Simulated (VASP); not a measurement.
# HfPd2N4: single point with PBE

The system is HfPd2N4.

```
Hf Pd N
1.0
    -2.10775    2.10775    4.50397
     2.10775   -2.10775    4.50397
     2.10775    2.10775   -4.50397
Hf Pd N
1 2 4
Direct
  0.00000 0.00000 0.00000
  0.33167 0.33167 0.00000
  0.66833 0.66833 0.00000
  0.50000 0.00000 0.50000
  0.00000 0.50000 0.50000
  0.75000 0.25000 0.50000
  0.25000 0.75000 0.50000
```

The cell was generated, and may not be a known phase.

```yaml
Program: VASP 6.6.1
Task: single point
Functional: PBE
Potentials_or_basis: VASP PAW PBE potentials, release 64 (Hf_pv, Pd, N)
Cutoff: 600 eV
k_mesh: 4 × 4 × 4
Occupations: gaussian, width 0.15 eV
Spin: no spin polarisation
Dipole_correction: no
Further_INCAR_settings: ALGO = Normal; EDIFF = 1e-06; NBANDS = 34
```

```json
{
 "Pressure": "-0.9 GPa",
 "Largest force": "0.010 eV/Å",
 "Band gap on the k mesh": "zero (bands 25 and 26 overlap by 0.18 eV)"
}
```

Forces in eV/Å, atoms in the order of the input:
```
Hf   0.000  0.000  0.000
Pd   0.000  0.000 -0.010
Pd   0.000  0.000  0.010
N    0.000  0.000  0.000
N    0.000  0.000  0.000
N    0.000  0.000  0.000
N    0.000  0.000  0.000
```

Levels at points of the mesh, in eV from the Fermi level:
| k point | band 23 | band 24 | band 25 | band 26 | band 27 | band 28 |
| --- | --- | --- | --- | --- | --- | --- |
| (0.00, 0.00, 0.00) | -0.99 | -0.99 | -0.21 | 0.77 | 1.34 | 1.34 |
| (0.50, 0.00, 0.00) | -0.92 | -0.28 | -0.20 | -0.19 | 1.11 | 1.16 |
| (0.50, 0.50, 0.00) | -1.27 | -1.23 | -0.73 | -0.13 | 1.94 | 2.24 |
| (0.50, 0.50, 0.50) | -0.69 | -0.60 | -0.19 | -0.19 | 1.38 | 1.38 |

Wall time 2.2 min on 1 thread of Intel Xeon 8259CL, with other jobs on the host, peak memory 0.34 GiB.

Caveat: the k points lie up to 0.41 Å⁻¹ apart; spin-orbit coupling is left out, which moves the levels of the heavy elements.
